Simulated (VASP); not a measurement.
# AlSn (P-6m2) in VASP: a series of runs

AlSn is run at these levels: PBEsol; tasks: single point.

Program: VASP 6.6.1. These are calculated values, not measurements. Logs are shortened: lines on timing, memory, paths and dates and some standing lists are left out, and cuts for length are marked.

## (1) The cell of the first run

Symmetry: P-6m2, No. 187, hexagonal system. The conventional cell has a = 3.912 Å, b = 3.912 Å, c = 3.197 Å, α = 90.00°, β = 90.00°, γ = 120.00°. Sn (site symmetry -6m2) has 6 Al at 2.77 Å and 2 Sn at 3.20 Å within 3.6 Å. Al (site symmetry -6m2) has 6 Sn at 2.77 Å and 2 Al at 3.20 Å within 3.6 Å.

## (2) Single point, PBEsol

INCAR

```
SYSTEM = AlSn
PREC = Accurate
ENCUT = 500
EDIFF = 1E-6
ISMEAR = -1
SIGMA = 0.05
LREAL = .False.
LASPH = .True.
NELM = 120
ALGO = Normal
ISIF = 2
LWAVE = .False.
LCHARG = .False.
GGA = PS
NBANDS = 16
GGA_COMPAT = .False.
```

KPOINTS

```
Automatic mesh
0
Gamma
  7 7 8
  0 0 0
```

POSCAR

```
AlSn
1.0
    3.9115736861      0.0000000000      0.0000000000
   -1.9557868430      3.3875221809      0.0000000000
    0.0000000000      0.0000000000      3.1973665925
Sn Al
1 1
Direct
    0.3333333333      0.6666666667      0.5000000000
    0.0000000000      0.0000000000      0.0000000000
```

Potentials or basis: VASP PAW PBE potentials, release 64 (Sn_d, Al).

Run with:

```
$ cat potpaw_PBE.64/Sn_d/POTCAR potpaw_PBE.64/Al/POTCAR > POTCAR
$ mpirun -np 1 vasp_std > vasp.out
```

OUTCAR:

```text
SYSTEM = AlSn
   PREC = Accurate
   ENCUT = 500
   EDIFF = 1E-6
   ISMEAR = -1
   LREAL = .False.
   LASPH = .True.
   NELM = 120
   ISIF = 2
   GGA = PS

 ion  position               nearest neighbor table
   1  0.333  0.667  0.500-   2 2.77   2 2.77   2 2.77   2 2.77   2 2.77   2 2.77
   2  0.000  0.000  0.000-   1 2.77   1 2.77   1 2.77   1 2.77   1 2.77   1 2.77

  LATTYP: Found a hexagonal cell.
 ALAT       =     3.9115736861
 C/A-ratio  =     0.8174118268

  Lattice vectors:

 A1 = (   3.9115736861,   0.0000000000,   0.0000000000)
 A2 = (  -1.9557868430,   3.3875221809,   0.0000000000)
 A3 = (   0.0000000000,   0.0000000000,   3.1973665925)

Analysis of symmetry for initial positions (statically):
=====================================================================
 Subroutine PRICEL returns:
 Original cell was already a primitive cell.

 Routine SETGRP: Setting up the symmetry group for a
 hexagonal supercell.

 Subroutine GETGRP returns: Found 12 space group operations
 (whereof 12 operations were pure point group operations)
 out of a pool of 24 trial point group operations.

The static configuration has the point symmetry D_3h.

Analysis of symmetry for dynamics (positions and initial velocities):
=====================================================================
 Subroutine PRICEL returns:
 Original cell was already a primitive cell.

 Routine SETGRP: Setting up the symmetry group for a
 hexagonal supercell.

 Subroutine GETGRP returns: Found 12 space group operations
 (whereof 12 operations were pure point group operations)
 out of a pool of 24 trial point group operations.

The dynamic configuration has the point symmetry D_3h.

 Subroutine INISYM returns: Found 12 space group operations
 (whereof 12 operations are pure point group operations),
 and found     1 'primitive' translations

----------------------------------------------------------------------------------------

                                     Primitive cell

  volume of cell :      42.3668

  direct lattice vectors                    reciprocal lattice vectors
     3.911573686  0.000000000  0.000000000     0.255651582  0.147600510  0.000000000
    -1.955786843  3.387522181  0.000000000     0.000000000  0.295201019  0.000000000
     0.000000000  0.000000000  3.197366592     0.000000000  0.000000000  0.312757381

  length of vectors
     3.911573686  3.911573686  3.197366592     0.295201019  0.295201019  0.312757381

  position of ions in fractional coordinates (direct lattice)
     0.333333333  0.666666667  0.500000000
     0.000000000  0.000000000  0.000000000

  ion indices of the primitive-cell ions
   primitive index   ion index
                 1           1
                 2           2

----------------------------------------------------------------------------------------

 KPOINTS: Automatic mesh

Automatic generation of k-mesh.
 Grid dimensions read from file:
 generate k-points for:    7    7    8

 Generating k-lattice:

  Cartesian coordinates                     Fractional coordinates (reciprocal lattice)
     0.036521655  0.021085787  0.000000000     0.142857143  0.000000000  0.000000000
     0.000000000  0.042171574  0.000000000     0.000000000  0.142857143  0.000000000
     0.000000000  0.000000000  0.039094673     0.000000000  0.000000000  0.125000000

  Length of vectors
     0.042171574  0.042171574  0.039094673

  Shift w.r.t. Gamma in fractional coordinates (k-lattice)
     0.000000000  0.000000000  0.000000000

 Subroutine IBZKPT returns following result:
 ===========================================

 Found     40 irreducible k-points:

 Following reciprocal coordinates:
            Coordinates               Weight
  0.000000  0.000000  0.000000      1.000000
  0.142857  0.000000  0.000000      6.000000
  0.285714  0.000000  0.000000      6.000000
  0.428571  0.000000  0.000000      6.000000
  0.142857  0.142857  0.000000      6.000000
  0.285714  0.142857  0.000000     12.000000
[... 16 lines left out ...]
  0.428571  0.142857  0.250000     12.000000
  0.285714  0.285714  0.250000     12.000000
 [... further k-points ...]
   k-points           NKPTS =     40   k-points in BZ     NKDIM =     40   number of bands    NBANDS=     16
   number of dos      NEDOS =    301   number of ions     NIONS =      2
   total plane-waves  NPLWV =  21600
   dimension x,y,z NGX =    30 NGY =   30 NGZ =   24
   dimension x,y,z NGXF=    60 NGYF=   60 NGZF=   48
   ions per type =               1   1
   NGX,Y,Z   is equivalent  to a cutoff of  12.75, 12.75, 12.48 a.u.
   NGXF,Y,Z  is equivalent  to a cutoff of  25.50, 25.50, 24.96 a.u.
 SYSTEM =  AlSn
   PREC   = accura    normal or accurate (medium, high low for compatibility)
   ISTART =      0    job   : 0-new  1-cont  2-samecut
   ICHARG =      2    charge: 1-file 2-atom 10-const
   ISPIN  =      1    spin polarized calculation?
   LNONCOLLINEAR =      F non collinear calculations
   LSORBIT =      F    spin-orbit coupling
   LASPH  =      T    aspherical Exc in radial PAW
   ENCUT  =  500.0 eV  36.75 Ry    6.06 a.u.   7.13  7.13  5.83*2*pi/ulx,y,z
   NELM   =    120;   NELMIN=  2; NELMDL= -5     # of ELM steps
   EDIFF  = 0.1E-05   stopping-criterion for ELM
   LREAL  =      F    real-space projection
   EDIFFG = 0.1E-04   stopping-criterion for IOM
   NSW    =      0    number of steps for IOM
   IBRION =     -1    ionic relax: 0-MD 1-quasi-New 2-CG
   NFREE  =      0    steps in history (QN), initial steepest desc. (CG)
   ISIF   =      2    stress and relaxation
   ISYM   =      2    0-nonsym 1-usesym 2-fastsym
   POTIM  = 0.5000    time-step for ionic-motion
   TEBEG  =    0.0;   TEEND  =   0.0 temperature during run
   PSTRESS=    0.0 pullay stress
   NELECT =      17.0000    total number of electrons
   NUPDOWN=      -1.0000    fix difference up-down
   EMIN   =  10.00;   EMAX   =-10.00  energy-range for DOS
   EFERMI =   0.00;   METHOD = LEGACY
   ISMEAR =    -1;   SIGMA  =   0.05  broadening in eV -4-tet -1-fermi 0-gaus
   EFERMI_NEDOS =   21; number of points for ismear=-14 and -15
   IALGO  =     38    algorithm
   IMIX   =      4    mixing-type and parameters
     AMIX     =   0.40;   BMIX     =  1.00
     AMIX_MAG =   1.60;   BMIX_MAG =  1.00
  volume/ion in A,a.u.               =      21.18       142.95
  Fermi-wavevector in a.u.,A,eV,Ry     =   1.207487  2.281819 19.837630  1.458025
  Thomas-Fermi vector in A             =   2.343123
   LORBIT       =      0    0 simple, 1 ext, 2 COOP (PROOUT), +10 PAW based schemes
   GGA     = PS    functional components
   LHFCALC =     F    Hartree Fock is set to
   AEXX    =    0.0000 exact exchange contribution
   IVDW    =     0    specifies the selected vdW correction
   LEPSILON=     F    determine dielectric tensor
   LRPA    =     F    only Hartree local field effects (RPA)
 non-spin polarized calculation
  energy-cutoff  :      500.00
  volume of cell :       42.37
 maximum number of plane-waves:      1097
 NGX is ok and might be reduce to    30
   NGX = 15   NGY = 15   NGZ = 11

 number of electron      17.0000014 magnetization

 Free energy of the ion-electron system (eV)
  ---------------------------------------------------
  ext. energy  EPLUGINS =         0.00000000
  ---------------------------------------------------
  free energy    TOTEN  =        -7.79768283 eV

  energy without entropy =       -7.79189793  energy(sigma->0) =       -7.79479038

 E-fermi :   8.2704     XC(G=0): -10.4385

 val. band max:        8.2659940846   @ k =   0.0000   0.0000   0.0000
 cond. band min:       8.3133590537   @ k =   0.1429   0.0000   0.3750
 fundamental gap:      0.0473649691
 Fermi energy:         8.2704213396

 k-point     1 :       0.0000    0.0000    0.0000
  band No.  band energies     occupation
      1     -13.1765      2.00000
      2     -13.0253      2.00000
      3     -13.0253      2.00000
      4     -12.9946      2.00000
      5     -12.9946      2.00000
      6      -3.4052      2.00000
[... 8 lines left out ...]
     15      21.6318      0.00000
     16      21.6600      0.00000

 k-point     2 :       0.1429    0.0000    0.0000
  band No.  band energies     occupation
      1     -13.1731      2.00000
      2     -13.0266      2.00000
      3     -13.0171      2.00000
      4     -12.9974      2.00000
      5     -12.9953      2.00000
      6      -3.1493      2.00000
[... 8 lines left out ...]
     15      19.4318      0.00000
     16      21.4579      0.00000

 k-point     3 :       0.2857    0.0000    0.0000
  band No.  band energies     occupation
      1     -13.1658      2.00000
      2     -13.0293      2.00000
      3     -13.0038      2.00000
      4     -12.9985      2.00000
      5     -12.9971      2.00000
      6      -2.4024      2.00000
[... 8 lines left out ...]
     15      18.8979      0.00000
     16      20.5814      0.00000

 k-point     4 :       0.4286    0.0000    0.0000
  band No.  band energies     occupation
      1     -13.1604      2.00000
      2     -13.0311      2.00000
      3     -13.0090      2.00000
      4     -12.9985      2.00000
      5     -12.9836      2.00000
      6      -1.3446      2.00000
[... 8 lines left out ...]
     15      19.0777      0.00000
     16      20.4533      0.00000
[... 324 lines left out ...]
 k-point    22 :       0.2857    0.1429    0.2500
  band No.  band energies     occupation
      1     -13.0615      2.00000
      2     -13.0492      2.00000
      3     -13.0379      2.00000
      4     -13.0146      2.00000
      5     -12.9857      2.00000
      6      -0.7654      2.00000
[... 8 lines left out ...]
     15      20.1551      0.00000
     16      21.3221      0.00000

 k-point    23 :       0.4286    0.1429    0.2500
  band No.  band energies     occupation
      1     -13.0649      2.00000
      2     -13.0508      2.00000
      3     -13.0376      2.00000
      4     -13.0095      2.00000
      5     -12.9812      2.00000
      6       0.0214      2.00000
[... 8 lines left out ...]
     15      19.7132      0.00000
     16      22.0726      0.00000

 k-point    24 :       0.2857    0.2857    0.2500
  band No.  band energies     occupation
      1     -13.0621      2.00000
      2     -13.0549      2.00000
      3     -13.0289      2.00000
      4     -13.0083      2.00000
      5     -12.9887      2.00000
      6       0.1484      2.00000
[... 8 lines left out ...]
     15      21.3053      0.00000
     16      21.5829      0.00000

 [... further k-points ...]

------------------------ aborting loop because EDIFF is reached ----------------------------------------

  FORCE on cell =-STRESS in cart. coord.  units (eV):
  Direction    XX          YY          ZZ          XY          YZ          ZX
  --------------------------------------------------------------------------------------
  -------------------------------------------------------------------------------------
  Total        2.6366208      2.6366208      2.6263006      0.0000000      0.0000000      0.0000000
  in kB       99.7084954     99.7084954     99.3182168      0.0000000      0.0000000      0.0000000
  external PRESSURE =      99.5784025 kB  Pullay stress =       0.0000000 kB

 VOLUME and BASIS-vectors are now :
 -----------------------------------------------------------------------------
  energy-cutoff  :      500.00
  volume of cell :       42.37
      direct lattice vectors                 reciprocal lattice vectors
     3.911573686  0.000000000  0.000000000     0.255651582  0.147600510  0.000000000
    -1.955786843  3.387522181  0.000000000     0.000000000  0.295201019  0.000000000
     0.000000000  0.000000000  3.197366592     0.000000000  0.000000000  0.312757381

 POSITION                                       TOTAL-FORCE (eV/Angst)
 -----------------------------------------------------------------------------------
     -0.00000      2.25835      1.59868         0.000000      0.000000      0.000000
      0.00000      0.00000      0.00000        -0.000000      0.000000      0.000000
 -----------------------------------------------------------------------------------
    total drift:                                0.000000     -0.000000     -0.000000

  FREE ENERGIE OF THE ION-ELECTRON SYSTEM (eV)
  ---------------------------------------------------
  free  energy   TOTEN  =        -7.7976828279 eV

  energy  without entropy=       -7.7918979304  energy(sigma->0) =       -7.79479038
```

It took 14 s on 1 thread of Intel Xeon 6975P-C, shared host; peak memory 0.17 GiB.

What came out:

* Free energy: -7.7977 eV
* Pressure: 10.0 GPa

Caveat: the PAW data sets were made with another functional, which shifts forces and pressure a little; spin-orbit coupling is left out, which moves the levels of the heavy elements.

## (3) Single point, PBEsol

This run uses another cell than the first one, of 22.53 Å³/atom, 1.064 times its volume.

INCAR

```
SYSTEM = AlSn
PREC = Accurate
ENCUT = 500
EDIFF = 1E-6
ISMEAR = -1
SIGMA = 0.05
LREAL = .FALSE.
LASPH = .TRUE.
NELM = 120
ALGO = Normal
ISIF = 2
LWAVE = .FALSE.
LCHARG = .FALSE.
GGA = PS
NBANDS = 16
GGA_COMPAT = .FALSE.
```

KPOINTS

```
Automatic mesh
0
G
  7 7 8
  0 0 0
```

POSCAR

```
AlSn
1.0
    4.0152696425      0.0000000000      0.0000000000
   -2.0076348212      3.4773255134      0.0000000000
    0.0000000000      0.0000000000      3.2271633500
Sn Al
1 1
Direct
    0.3333333333      0.6666666667      0.5000000000
    0.0000000000      0.0000000000      0.0000000000
```

Potentials or basis: VASP PAW PBE potentials, release 64 (Sn_d, Al).

Run with:

```
$ cat potpaw_PBE.64/Sn_d/POTCAR potpaw_PBE.64/Al/POTCAR > POTCAR
$ mpirun -np 1 vasp_std > vasp.out
```

It took 18 s on 1 thread of Intel Xeon 6975P-C, shared host; peak memory 0.17 GiB.

Results (log left out):

```
Free energy : -7.9227 eV
Pressure    : 5.0 GPa
```

Levels at points of the mesh, in eV from the Fermi level:
```csv
k point,band 5,band 6,band 7,band 8,band 9,band 10,band 11,band 12
"(0.00, 0.00, 0.00)",-21.19,-11.22,-0.11,-0.11,1.58,2.46,3.32,3.32
"(0.00, 0.00, 0.50)",-21.13,-7.97,-6.82,3.05,3.05,3.93,3.93,4.60
```

Caveat: the PAW data sets were made with another functional, which shifts forces and pressure a little; spin-orbit coupling is left out, which moves the levels of the heavy elements.

## (4) Single point, PBEsol

This run uses another cell than the first one, of 25.24 Å³/atom, 1.191 times its volume.

INCAR

```
SYSTEM = AlSn
ALGO = Normal ; EDIFF = 1E-6
ENCUT = 500 ; GGA = PS
GGA_COMPAT = .FALSE. ; ISIF = 2
ISMEAR = -1 ; LASPH = .TRUE.
LCHARG = .FALSE. ; LREAL = .FALSE.
LWAVE = .FALSE. ; NBANDS = 16
NELM = 120 ; PREC = Accurate
SIGMA = 0.05
```

KPOINTS

```
k-points
0
G
  7 7 8
  0 0 0
```

POSCAR

```
AlSn
1.0
    4.2846736020      0.0000000000      0.0000000000
   -2.1423368009      3.7106361862      0.0000000000
    0.0000000000      0.0000000000      3.1745731200
Sn Al
1 1
Direct
    0.3333333333      0.6666666667      0.5000000000
    0.0000000000      0.0000000000      0.0000000000
```

Run with:

```
$ cat potpaw_PBE.64/Sn_d/POTCAR potpaw_PBE.64/Al/POTCAR > POTCAR
$ mpirun -np 1 vasp_std > vasp.out
```

Wall time 14 s (1 thread of Intel Xeon 6975P-C, shared host); peak memory 0.18 GiB.

It converged, with:

```
Free energy : -7.9378 eV
Pressure    : -1.3 GPa
```

Stress tensor (GPa, compression positive):
```
-2.77  0.00  0.00
 0.00 -2.77  0.00
 0.00  0.00  1.55
```

Levels at points of the mesh, in eV from the Fermi level:
| k point | band 6 | band 7 | band 8 | band 9 | band 10 | band 11 |
| --- | --- | --- | --- | --- | --- | --- |
| (0.00, 0.00, 0.00) | -10.61 | -0.71 | -0.71 | -0.02 | 2.71 | 2.71 |
| (0.00, 0.00, 0.50) | -7.22 | -6.11 | 2.52 | 2.52 | 3.26 | 3.44 |

Caveat: the PAW data sets were made with another functional, which shifts forces and pressure a little; spin-orbit coupling is left out, which moves the levels of the heavy elements.

## (5) Single point, PBEsol

This run uses another cell than the first one, of 25.24 Å³/atom, 1.191 times its volume.

INCAR

```
SYSTEM = AlSn
  PREC = Accurate
  ENCUT = 500
  EDIFF = 1E-6
  ISMEAR = -1
  SIGMA = 0.05
  LREAL = .FALSE.
  LASPH = .TRUE.
  NELM = 120
  ALGO = Normal
  ISIF = 2
  LWAVE = .FALSE.
  LCHARG = .FALSE.
  GGA = PS
  NBANDS = 16
  GGA_COMPAT = .FALSE.
```

KPOINTS

```
regular mesh
0
G
  7 7 8
  0 0 0
```

POSCAR

```
AlSn
1.0
    4.2407270700      0.0000000000      0.0000000000
   -2.1203635349      3.6725773731      0.0000000000
    0.0000000000      0.0000000000      3.2407100600
Sn Al
1 1
Direct
    0.3333333333      0.6666666667      0.5000000000
    0.0000000000      0.0000000000      0.0000000000
```

Potentials or basis: VASP PAW PBE potentials, release 64 (Sn_d, Al).

Run with:

```
$ cat potpaw_PBE.64/Sn_d/POTCAR potpaw_PBE.64/Al/POTCAR > POTCAR
$ mpirun -np 1 vasp_std > vasp.out
```

OUTCAR:

```text
SYSTEM = AlSn
   PREC = Accurate
   ENCUT = 500
   EDIFF = 1E-6
   ISMEAR = -1
   LREAL = .FALSE.
   LASPH = .TRUE.
   NELM = 120
   ISIF = 2
   GGA = PS

 ion  position               nearest neighbor table
   1  0.333  0.667  0.500-   2 2.94   2 2.94   2 2.94   2 2.94   2 2.94   2 2.94
   2  0.000  0.000  0.000-   1 2.94   1 2.94   1 2.94   1 2.94   1 2.94   1 2.94

  LATTYP: Found a hexagonal cell.
 ALAT       =     4.2407270700
 C/A-ratio  =     0.7641873685

  Lattice vectors:

[... 642 lines left out ...]

------------------------ aborting loop because EDIFF is reached ----------------------------------------

  FORCE on cell =-STRESS in cart. coord.  units (eV):
  Direction    XX          YY          ZZ          XY          YZ          ZX
  --------------------------------------------------------------------------------------
  -------------------------------------------------------------------------------------
  Total       -0.7473562     -0.7473562     -0.0422993     -0.0000000      0.0000000      0.0000000
  in kB      -23.7239374    -23.7239374     -1.3427399     -0.0000000      0.0000000      0.0000000
  external PRESSURE =     -16.2635382 kB  Pullay stress =       0.0000000 kB

 VOLUME and BASIS-vectors are now :
 -----------------------------------------------------------------------------
  energy-cutoff  :      500.00
  volume of cell :       50.47
      direct lattice vectors                 reciprocal lattice vectors
     4.240727070  0.000000000  0.000000000     0.235808620  0.136144170  0.000000000
    -2.120363535  3.672577373  0.000000000     0.000000000  0.272288341  0.000000000
     0.000000000  0.000000000  3.240710060     0.000000000  0.000000000  0.308574350

 POSITION                                       TOTAL-FORCE (eV/Angst)
 -----------------------------------------------------------------------------------
     -0.00000      2.44838      1.62036         0.000000      0.000000      0.000000
      0.00000      0.00000      0.00000        -0.000000      0.000000      0.000000
 -----------------------------------------------------------------------------------
    total drift:                                0.000000     -0.000000     -0.000000

  FREE ENERGIE OF THE ION-ELECTRON SYSTEM (eV)
  ---------------------------------------------------
  free  energy   TOTEN  =        -7.9570972220 eV

  energy  without entropy=       -7.9487857134  energy(sigma->0) =       -7.95294147
```

It took 17 s on 1 thread of Intel Xeon 6975P-C, shared host; peak memory 0.18 GiB.

Results:

```
Free energy : -7.9571 eV
Pressure    : -1.6 GPa
```

Stress tensor (GPa, compression positive):
```
-2.37  0.00  0.00
 0.00 -2.37  0.00
 0.00  0.00 -0.13
```

Caveat: the PAW data sets were made with another functional, which shifts forces and pressure a little; spin-orbit coupling is left out, which moves the levels of the heavy elements.

## (6) Overview

| cell | gap on the mesh (eV) | pressure (GPa) |
| --- | --- | --- |
| a = 3.912, b = 3.912, c = 3.197 Å, angles 90.0, 90.0, 120.0°, 2 atoms | none | 10.0 |
| a = 4.015, b = 4.015, c = 3.227 Å, angles 90.0, 90.0, 120.0°, 2 atoms | none | 5.0 |
| a = 4.285, b = 4.285, c = 3.175 Å, angles 90.0, 90.0, 120.0°, 2 atoms | none | -1.3 |
| a = 4.241, b = 4.241, c = 3.241 Å, angles 90.0, 90.0, 120.0°, 2 atoms | none | -1.6 |

Alike in all rows: task single point; level PBEsol; potentials or basis VASP PAW PBE potentials, release 64 (Sn_d, Al); no spin polarisation; k mesh 7 × 7 × 8; cutoff (eV) 500; smearing fermi-dirac 0.05 eV.

Caveats: the PAW data sets were made with another functional, which shifts forces and pressure a little; spin-orbit coupling is left out, which moves the levels of the heavy elements.

Absolute energies hang on the potentials; compare differences alone.
